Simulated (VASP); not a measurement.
# Na2C3 (R-3m) in VASP: relaxation of cell and atoms with PBE

Aim: the relaxation of cell and atoms of Na2C3 with PBE.

Program: VASP 6.6.1. These are calculated values, not measurements. Logs are shortened: lines on timing, memory, paths and dates and some standing lists are left out, and cuts for length are marked.

**1. The cell of the first run**

It takes space group R-3m (No. 166, trigonal). Conventional cell: a = 3.279 Å, b = 3.279 Å, c = 25.608 Å, α = 90.00°, β = 90.00°, γ = 120.00°. Na (site symmetry 3m) has 9 C at 2.72 to 3.57 Å and 7 Na at 3.28 to 3.44 Å within 3.6 Å. Within 2.2 Å of C (site symmetry 2/m) lie 4 C at 1.64 Å.

The cell was generated, and may not be a known phase.

**2. Relaxation of cell and atoms, PBE**

Contents of INCAR:

```
SYSTEM = Na2C3
PREC = Accurate
ENCUT = 600
EDIFF = 1E-7
ISMEAR = 0
SIGMA = 0.1
LREAL = .FALSE.
LASPH = .TRUE.
NELM = 80
ALGO = Normal
ISIF = 3
LWAVE = .FALSE.
LCHARG = .FALSE.
GGA = PE
IBRION = 2
NSW = 100
EDIFFG = -0.01
```

Contents of KPOINTS:

```
Automatic mesh
0
G
  12 12 12
  0 0 0
```

Contents of POSCAR:

```
Na2C3
1.0
    1.6395759508      0.9466096165      8.5359487110
   -1.6395759508      0.9466096165      8.5359487110
    0.0000000000     -1.8932192331      8.5359487110
Na C
2 3
Direct
    0.9327927042      0.9327927042      0.9327927042
    0.0672072958      0.0672072958      0.0672072958
    0.0000000000      0.0000000000      0.5000000000
    0.5000000000      0.0000000000      0.0000000000
    0.0000000000      0.5000000000      0.0000000000
```

Potentials or basis: VASP PAW PBE potentials, release 64 (Na_pv, C).

On the command line:

```bash
$ cat potpaw_PBE.64/Na_pv/POTCAR potpaw_PBE.64/C/POTCAR > POTCAR
$ mpirun -np 1 vasp_std > vasp.out
```

OUTCAR:

```text
SYSTEM = Na2C3
   PREC = Accurate
   ENCUT = 600
   EDIFF = 1E-7
   ISMEAR = 0
   LREAL = .FALSE.
   LASPH = .TRUE.
   NELM = 80
   ISIF = 3
   GGA = PE
   IBRION = 2
   NSW = 100
   EDIFFG = -0.01

 ion  position               nearest neighbor table
   1  0.933  0.933  0.933-
   2  0.067  0.067  0.067-
   3  0.000  0.000  0.500-   4 1.64   5 1.64   5 1.64   4 1.64
   4  0.500  0.000  0.000-   3 1.64   3 1.64   5 1.64   5 1.64
   5  0.000  0.500  0.000-   3 1.64   3 1.64   4 1.64   4 1.64

  LATTYP: Found a trigonal (rhomboedric) cell.
 ALAT       =     8.7433803224
 COS(alpha) =     0.9296710174

  Lattice vectors:

 A1 = (   1.6395759508,   0.9466096165,   8.5359487110)
 A2 = (  -1.6395759508,   0.9466096165,   8.5359487110)
 A3 = (   0.0000000000,  -1.8932192331,   8.5359487110)

Analysis of symmetry for initial positions (statically):
=====================================================================
 Subroutine PRICEL returns:
 Original cell was already a primitive cell.

 Routine SETGRP: Setting up the symmetry group for a
 trigonal (rhombohedral) supercell.

 Subroutine GETGRP returns: Found 12 space group operations
 (whereof 12 operations were pure point group operations)
 out of a pool of 12 trial point group operations.

The static configuration has the point symmetry D_3d.

Analysis of symmetry for dynamics (positions and initial velocities):
=====================================================================
 Subroutine PRICEL returns:
 Original cell was already a primitive cell.

 Routine SETGRP: Setting up the symmetry group for a
 trigonal (rhombohedral) supercell.

 Subroutine GETGRP returns: Found 12 space group operations
 (whereof 12 operations were pure point group operations)
 out of a pool of 12 trial point group operations.

The dynamic configuration has the point symmetry D_3d.

 Subroutine INISYM returns: Found 12 space group operations
 (whereof 12 operations are pure point group operations),
 and found     1 'primitive' translations

----------------------------------------------------------------------------------------

                                     Primitive cell

  volume of cell :      79.4887

  direct lattice vectors                    reciprocal lattice vectors
     1.639575951  0.946609616  8.535948711     0.304956900  0.176066949  0.039050531
    -1.639575951  0.946609616  8.535948711    -0.304956900  0.176066949  0.039050531
     0.000000000 -1.893219233  8.535948711     0.000000000 -0.352133897  0.039050531

  length of vectors
     8.743380322  8.743380322  8.743380322     0.354292570  0.354292570  0.354292571

  position of ions in fractional coordinates (direct lattice)
     0.932792704  0.932792704  0.932792704
     0.067207296  0.067207296  0.067207296
     0.000000000  0.000000000  0.500000000
     0.500000000  0.000000000  1.000000000
     0.000000000  0.500000000  1.000000000

  ion indices of the primitive-cell ions
   primitive index   ion index
                 1           1
                 2           2
                 3           3
                 4           4
                 5           5

----------------------------------------------------------------------------------------

 KPOINTS: Automatic mesh

Automatic generation of k-mesh.
 Grid dimensions read from file:
 generate k-points for:   12   12   12

 Generating k-lattice:

  Cartesian coordinates                     Fractional coordinates (reciprocal lattice)
     0.025413075  0.014672246  0.003254211     0.083333333  0.000000000 -0.000000000
    -0.025413075  0.014672246  0.003254211     0.000000000  0.083333333 -0.000000000
     0.000000000 -0.029344491  0.003254211    -0.000000000 -0.000000000  0.083333333

  Length of vectors
     0.029524381  0.029524381  0.029524381

  Shift w.r.t. Gamma in fractional coordinates (k-lattice)
     0.000000000  0.000000000  0.000000000

 Subroutine IBZKPT returns following result:
 ===========================================

 Found    189 irreducible k-points:

 Following reciprocal coordinates:
            Coordinates               Weight
  0.000000  0.000000  0.000000      1.000000
  0.083333  0.000000  0.000000      6.000000
  0.166667 -0.000000  0.000000      6.000000
  0.250000  0.000000  0.000000      6.000000
  0.333333 -0.000000  0.000000      6.000000
  0.416667  0.000000  0.000000      6.000000
[... 16 lines left out ...]
  0.500000  0.166667  0.000000     12.000000
 -0.416667  0.166667 -0.000000     12.000000
 [... further k-points ...]
   k-points           NKPTS =    189   k-points in BZ     NKDIM =    189   number of bands    NBANDS=     17
   number of dos      NEDOS =    301   number of ions     NIONS =      5
   total plane-waves  NPLWV = 343000
   dimension x,y,z NGX =    70 NGY =   70 NGZ =   70
   dimension x,y,z NGXF=   140 NGYF=  140 NGZF=  140
   ions per type =               2   3
   NGX,Y,Z   is equivalent  to a cutoff of  13.31, 13.31, 13.31 a.u.
   NGXF,Y,Z  is equivalent  to a cutoff of  26.62, 26.62, 26.62 a.u.
 SYSTEM =  Na2C3
   PREC   = accura    normal or accurate (medium, high low for compatibility)
   ISTART =      0    job   : 0-new  1-cont  2-samecut
   ICHARG =      2    charge: 1-file 2-atom 10-const
   ISPIN  =      1    spin polarized calculation?
   LNONCOLLINEAR =      F non collinear calculations
   LSORBIT =      F    spin-orbit coupling
   LASPH  =      T    aspherical Exc in radial PAW
   ENCUT  =  600.0 eV  44.10 Ry    6.64 a.u.  17.46 17.46 17.46*2*pi/ulx,y,z
   NELM   =     80;   NELMIN=  2; NELMDL= -5     # of ELM steps
   EDIFF  = 0.1E-06   stopping-criterion for ELM
   LREAL  =      F    real-space projection
   EDIFFG = -.1E-01   stopping-criterion for IOM
   NSW    =    100    number of steps for IOM
   IBRION =      2    ionic relax: 0-MD 1-quasi-New 2-CG
   NFREE  =      1    steps in history (QN), initial steepest desc. (CG)
   ISIF   =      3    stress and relaxation
   ISYM   =      2    0-nonsym 1-usesym 2-fastsym
   POTIM  = 0.5000    time-step for ionic-motion
   TEBEG  =    0.0;   TEEND  =   0.0 temperature during run
   PSTRESS=    0.0 pullay stress
   NELECT =      26.0000    total number of electrons
   NUPDOWN=      -1.0000    fix difference up-down
   EMIN   =  10.00;   EMAX   =-10.00  energy-range for DOS
   EFERMI =   0.00;   METHOD = LEGACY
   ISMEAR =     0;   SIGMA  =   0.10  broadening in eV -4-tet -1-fermi 0-gaus
   EFERMI_NEDOS =   21; number of points for ismear=-14 and -15
   IALGO  =     38    algorithm
   IMIX   =      4    mixing-type and parameters
     AMIX     =   0.40;   BMIX     =  1.00
     AMIX_MAG =   1.60;   BMIX_MAG =  1.00
  volume/ion in A,a.u.               =      15.90       107.28
  Fermi-wavevector in a.u.,A,eV,Ry     =   1.127970  2.131554 17.310906  1.272316
  Thomas-Fermi vector in A             =   2.264658
   LORBIT       =      0    0 simple, 1 ext, 2 COOP (PROOUT), +10 PAW based schemes
   GGA     = PE    functional components
   LHFCALC =     F    Hartree Fock is set to
   AEXX    =    0.0000 exact exchange contribution
   IVDW    =     0    specifies the selected vdW correction
   LEPSILON=     F    determine dielectric tensor
   LRPA    =     F    only Hartree local field effects (RPA)
 conjugate gradient relaxation of ions
 non-spin polarized calculation
 Gauss-broadening in eV      SIGMA  =   0.10
  energy-cutoff  :      600.00
  volume of cell :       79.49
 maximum number of plane-waves:      2695
 NGX is ok and might be reduce to    70
   NGX = 35   NGY = 35   NGZ = 35

--------------------------------------- Ionic step        1  -------------------------------------------

 number of electron      26.0000002 magnetization

 Free energy of the ion-electron system (eV)
  ---------------------------------------------------
  ext. energy  EPLUGINS =         0.00000000
  ---------------------------------------------------
  free energy    TOTEN  =       -22.23029596 eV

  energy without entropy =      -22.21939189  energy(sigma->0) =      -22.22484392

------------------------ aborting loop because EDIFF is reached ----------------------------------------

  FORCE on cell =-STRESS in cart. coord.  units (eV):
  Direction    XX          YY          ZZ          XY          YZ          ZX
  --------------------------------------------------------------------------------------
  -------------------------------------------------------------------------------------
  Total       -0.8180668     -0.8180668     -0.3240627      0.0000000      0.0000000     -0.0000000
  in kB      -16.4889826    -16.4889826     -6.5318184      0.0000000      0.0000000     -0.0000000
  external PRESSURE =     -13.1699279 kB  Pullay stress =       0.0000000 kB
[... 98 lines left out ...]
  FREE ENERGIE OF THE ION-ELECTRON SYSTEM (eV)
  ---------------------------------------------------
  free  energy   TOTEN  =       -22.2398347726 eV

  energy  without entropy=      -22.2294097906  energy(sigma->0) =      -22.23462228

[... ionic steps 4 to 9 ...]

--------------------------------------- Ionic step       10  -------------------------------------------

 number of electron      26.0000003 magnetization

------------------------ aborting loop because EDIFF is reached ----------------------------------------
[... 73 lines left out ...]
--------------------------------------- Ionic step       12  -------------------------------------------

 number of electron      25.9999997 magnetization

 Free energy of the ion-electron system (eV)
  ---------------------------------------------------
  ext. energy  EPLUGINS =         0.00000000
  ---------------------------------------------------
  free energy    TOTEN  =       -22.25427283 eV

  energy without entropy =      -22.24578436  energy(sigma->0) =      -22.25002859

 E-fermi :   3.2815     XC(G=0):  -8.6340

 val. band max:        3.2510570530   @ k =  -0.4167   0.4167   0.3333
 cond. band min:       3.2907017803   @ k =   0.1667   0.1667   0.0833
 fundamental gap:      0.0396447272
 Fermi energy:         3.2814987672

 k-point     1 :       0.0000    0.0000    0.0000
  band No.  band energies     occupation
      1     -21.8926      2.00000
      2     -21.8658      2.00000
      3     -21.8658      2.00000
      4     -21.8622      2.00000
      5     -21.8622      2.00000
      6     -21.8434      2.00000
[... 457 lines left out ...]
      4     -21.9028      2.00000
      5     -21.8690      2.00000
      6     -21.8278      2.00000
[... 9 lines left out ...]
     16       5.6593      0.00000
     17       7.2959      0.00000

 [... further k-points ...]

------------------------ aborting loop because EDIFF is reached ----------------------------------------

  FORCE on cell =-STRESS in cart. coord.  units (eV):
  Direction    XX          YY          ZZ          XY          YZ          ZX
  --------------------------------------------------------------------------------------
  -------------------------------------------------------------------------------------
  Total       -0.0036646     -0.0036646      0.0369127      0.0000000     -0.0000000      0.0000000
  in kB       -0.0769720     -0.0769720      0.7753217      0.0000000     -0.0000000      0.0000000
  external PRESSURE =       0.2071259 kB  Pullay stress =       0.0000000 kB
[... 20 lines left out ...]
  FREE ENERGIE OF THE ION-ELECTRON SYSTEM (eV)
  ---------------------------------------------------
  free  energy   TOTEN  =       -22.2542728293 eV

  energy  without entropy=      -22.2457843605  energy(sigma->0) =      -22.25002859

 reached required accuracy - stopping structural energy minimisation
```

Wall time 1.7 h (1 thread of Intel Xeon 6975P-C (Granite Rapids), shared host); peak memory 0.92 GiB.

Results:

- Free energy: -22.2543 eV
- Relaxed volume: 15.26 Å³/atom
- Relaxed cell: a = 8.527 Å, b = 8.527 Å, c = 8.527 Å, α = 22.00°, β = 22.00°, γ = 22.00°
- Space group after relaxing (to 0.1 Å): R-3m (No. 166)
- Energy gained by relaxing: 4.8 meV/atom
- Ionic steps: 12
- Pressure after relaxing: 0.0 GPa
- Largest force after relaxing: 0.003 eV/Å
- Band gap on the k mesh: zero (bands 13 and 14 overlap by 3.61 eV)

Forces on the atoms (eV/Å):
```
Na   0.000  0.000  0.003
Na   0.000  0.000 -0.003
C    0.000  0.000  0.000
C    0.000  0.000  0.000
C    0.000  0.000  0.000
```

The path:
| step | energy change (eV) | largest force (eV/Å) | pressure (GPa) | volume (Å³) |
| --- | --- | --- | --- | --- |
| 1 | 0.0000 | 0.1401 | -1.32 | 79.49 |
| 2 | -0.0093 | 0.1628 | -0.06 | 77.99 |
| 3 | -0.0095 | 0.1662 | 0.17 | 77.73 |
| 4 | -0.0126 | 0.1461 | 0.15 | 77.63 |
| 5 | -0.0196 | 0.0842 | 0.09 | 77.33 |
| 6 | -0.0217 | 0.0663 | -0.01 | 76.73 |
| 7 | -0.0230 | 0.0030 | 0.01 | 76.97 |
| 8 | -0.0230 | 0.0079 | 0.03 | 76.95 |
| 9 | -0.0234 | 0.0126 | -0.24 | 77.03 |
| 10 | -0.0234 | 0.0128 | -0.26 | 77.03 |
| 11 | -0.0237 | 0.0088 | -0.21 | 76.84 |
| 12 | -0.0240 | 0.0035 | 0.02 | 76.28 |

Final structure:
```
Na C
1.0
     1.62707    0.93939    8.31766
    -1.62707    0.93939    8.31766
     0.00000   -1.87878    8.31766
Na C
2 3
Direct
  0.93599 0.93599 0.93599
  0.06401 0.06401 0.06401
  0.00000 0.00000 0.50000
  0.50000 0.00000 0.00000
  0.00000 0.50000 0.00000
```

The gap in the log of VASP goes by the Fermi energy; the results here count the filled bands.